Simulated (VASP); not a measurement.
GaN: single point with PBE

GaN:

```
Ga N
1.0
     3.75964    0.00000    0.00000
     0.00000    3.75964    0.00000
     0.00000    0.00000    3.81900
Ga N
2 2
Cartesian
  0.0000 0.0000 1.9095
  1.8798 1.8798 1.9095
  1.8798 0.0000 2.5916
  0.0000 1.8798 1.2274
```

| Item | Value |
| --- | --- |
| Program | VASP 6.6.1 |
| Task | single point |
| Functional | PBE |
| Potentials or basis | VASP PAW PBE potentials, release 64 (Ga_d, N) |
| Cutoff | 520 eV |
| k mesh | 8 × 8 × 8 |
| Occupations | gaussian, width 0.02 eV |
| Spin | no spin polarisation |
| Dipole correction | no |
| Further INCAR settings | ALGO = Normal; EDIFF = 1e-06; NBANDS = 26 |

The pressure is 0.3 GPa, the largest force is 0.018 eV/Å and the band gap on the k mesh is 0.83 eV, indirect (least direct gap 1.55 eV).

Forces on the atoms (eV/Å):
```
Ga   0.000  0.000  0.000
Ga   0.000  0.000  0.000
N    0.000  0.000  0.018
N    0.000  0.000 -0.018
```

Stress tensor (GPa, compression positive):
```
0.46 0.00 0.00
0.00 0.46 0.00
0.00 0.00 0.08
```

Levels at points of the mesh, in eV from the valence-band top:
```tsv
k point	band 16	band 17	band 18	band 19	band 20	band 21
(0.00, 0.00, 0.00)	-0.99	-0.99	-0.72	0.83	1.21	4.94
(0.50, 0.00, 0.00)	-2.91	-0.57	-0.57	4.30	4.30	6.37
(0.50, 0.50, 0.00)	-1.17	-0.98	-0.98	5.36	5.36	7.73
(0.00, 0.00, 0.50)	-2.07	-1.19	-1.19	1.78	3.97	5.69
(0.50, 0.00, 0.50)	-2.74	-0.75	-0.75	3.09	3.09	7.82
(0.50, 0.50, 0.50)	-2.30	-2.13	-2.13	6.21	6.21	7.65
```

Wall time 40 s on 1 thread of Intel(R) Xeon(R) 6975P-C (Granite Rapids), on a shared host, peak memory 0.21 GiB.

A k mesh can miss the band edges. As with any semilocal functional, this PBE gap is likely too small.
